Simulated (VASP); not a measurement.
A run of VASP 6.6.1 is set up as follows.

File INCAR:

```
  PREC = Accurate
  ENCUT = 520
  EDIFF = 1E-7
  ISMEAR = -1
  SIGMA = 0.05
  LREAL = F
  LASPH = T
  NELM = 80
  ALGO = Fast
  ISIF = 2
  LWAVE = F
  LCHARG = T
  GGA = PS
  LELF = T
  LVHAR = T
  NBANDS = 38
```

The input KPOINTS:

```
regular mesh
0
Gamma
  11 11 3
```

Contents of POSCAR:

```
Rh
1.0
    2.7445373327      0.0000000000      0.0000000000
   -1.3722686664      2.3768390518      0.0000000000
    0.0000000000      0.0000000000      8.9706251171
Rh
4
Direct
    0.6666666667      0.3333333333      0.7500000000
    0.0000000000      0.0000000000      0.5000000000
    0.3333333333      0.6666666667      0.2500000000
    0.0000000000      0.0000000000      0.0000000000
```

Potentials or basis: VASP PAW PBE potentials, release 64 (Rh_pv).

The run is started by

```console
$ cat potpaw_PBE.64/Rh_pv/POTCAR > POTCAR
$ mpirun -np 1 vasp_std > vasp.out
```

(1) Estimate the band gap on the k mesh.

(2) Predict the pressure.

Results:

(1) zero (bands 30 and 31 overlap by 1.48 eV).

(2) -18.8 GPa.

Caveat: the cell stands under tension; the PAW data sets were made with another functional, which shifts forces and pressure a little.
